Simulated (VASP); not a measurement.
Input of a VASP 6.6.1 run:

File INCAR:

```
ALGO = Normal ; EDIFF = 1E-7
EDIFFG = -0.01 ; ENCUT = 600
GGA = PE ; IBRION = 2
ISIF = 4 ; ISMEAR = 0
LASPH = T ; LCHARG = F
LREAL = F ; LWAVE = F
NELM = 60 ; NSW = 60
PREC = Accurate ; SIGMA = 0.05
```

Contents of KPOINTS:

```
k-points
0
Gamma
  8 8 4
```

POSCAR

```
LaFePO
1.0
    3.9588365437      0.0000000000      0.0000000000
    0.0000000000      3.9588365437      0.0000000000
    0.0000000000      0.0000000000      8.5580248819
La Fe P O
2 2 2 2
Direct
    0.5000000000      0.0000000000      0.1513722619
    0.0000000000      0.5000000000      0.8486277381
    0.0000000000      0.0000000000      0.5000000000
    0.5000000000      0.5000000000      0.5000000000
    0.5000000000      0.0000000000      0.6234335405
    0.0000000000      0.5000000000      0.3765664595
    0.0000000000      0.0000000000      0.0000000000
    0.5000000000      0.5000000000      0.0000000000
```

Potentials or basis: VASP PAW PBE potentials, release 64 (La, Fe, P, O).

Command:

```sh
$ cat potpaw_PBE.64/La/POTCAR potpaw_PBE.64/Fe/POTCAR potpaw_PBE.64/P/POTCAR potpaw_PBE.64/O/POTCAR > POTCAR
$ mpirun -np 1 vasp_std > vasp.out
```

(1) Predict the band gap on the k mesh.

Answers

(1) zero (bands 30 and 31 overlap by 0.57 eV).

Caveat: spin-orbit coupling is left out, which moves the levels of the heavy elements; the run has no spin polarisation, though such a crystal can be magnetic.
